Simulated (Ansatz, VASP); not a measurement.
**One calculation of AlV2C, two programs**

```
CELL_PARAMETERS angstrom
2.88760 0.00000 0.00000
-1.44380 2.50073 0.00000
0.00000 0.00000 13.10482
ATOMIC_POSITIONS crystal
V 0.33333 0.66667 0.91362
V 0.66667 0.33333 0.08638
V 0.66667 0.33333 0.41362
V 0.33333 0.66667 0.58638
Al 0.66667 0.33333 0.75000
Al 0.33333 0.66667 0.25000
C 0.00000 0.00000 0.50000
C 0.00000 0.00000 0.00000
```

Alike in both runs: task single point; functional PBEsol; k mesh 11 × 11 × 2; occupations fermi-dirac, width 0.05 eV; no spin polarisation.

|  | VASP | Ansatz |
| --- | --- | --- |
| version | VASP 6.6.1 | Ansatz 0.2.0 |
| potentials or method | VASP PAW PBE potentials, release 64 (V_sv, Al, C) | Ansatz PAW |
| plane-wave cutoff (eV) | 520 | 420 |
| valence electrons in the cell | 66 | 66 |

|  | VASP | Ansatz | Ansatz less VASP |
| --- | --- | --- | --- |
| gap on the k mesh at the Fermi level (eV) | none | none | - |
| pressure (GPa) | -3.5 | -3.8 | -0.35 |
| traceless stress, the component that is largest in VASP (GPa) | -0.57 | -0.57 | -0.006 |
| rms of the force components (eV/Å) | 0.182 | 0.195 | +0.0129 |

VASP's potentials were made for PBE, not for PBEsol. Atom by atom the forces differ by 0.013 eV/Å (rms over components). A gap of «none» marks a metal or a gap that the smearing closes. The functional is the same, so the differences come from potentials, cutoffs and numerics.
